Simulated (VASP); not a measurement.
Here is a VASP 6.6.1 calculation.

File INCAR:

```
PREC     = Accurate       # precision mode
ENCUT    = 520            # plane-wave cutoff, eV
EDIFF    = 1E-6           # SCF threshold, eV
ISMEAR   = -1             # smearing method
SIGMA    = 0.05           # smearing width, eV
LREAL    = False          # projectors in reciprocal space
LASPH    = True           # aspherical terms in the spheres
NELM     = 80             # most SCF steps
ALGO     = Fast           # electronic algorithm
ISIF     = 2              # what is computed and relaxed
LWAVE    = False          # write WAVECAR
LCHARG   = False          # write CHGCAR
GGA      = CA             # functional
NBANDS   = 17             # bands
```

KPOINTS

```
regular mesh
0
Gamma
  11 11 6
```

POSCAR

```
Pd
1.0
    2.8382605740      0.0000000000      0.0000000000
   -1.4191302870      2.4580057597      0.0000000000
    0.0000000000      0.0000000000      4.7196786564
Pd
2
Direct
    0.3333333333      0.6666666667      0.2500000000
    0.6666666667      0.3333333333      0.7500000000
```

Potentials or basis: VASP PAW LDA potentials, release 64 (Pd).

The run is started by

```sh
$ cat potpaw_LDA.64/Pd/POTCAR > POTCAR
$ mpirun -np 1 vasp_std > vasp.out
```

Problem. Estimate the pressure.

Solution. -21.8 GPa.

Problem. What does it give for the band gap on the k mesh?

Solution. Zero (band 10 reaches 7.95 eV, above the bottom of band 11 at 7.23 eV).

Stress tensor (GPa, compression positive):
```
-22.01   0.00   0.00
  0.00 -22.01   0.00
  0.00   0.00 -21.48
```
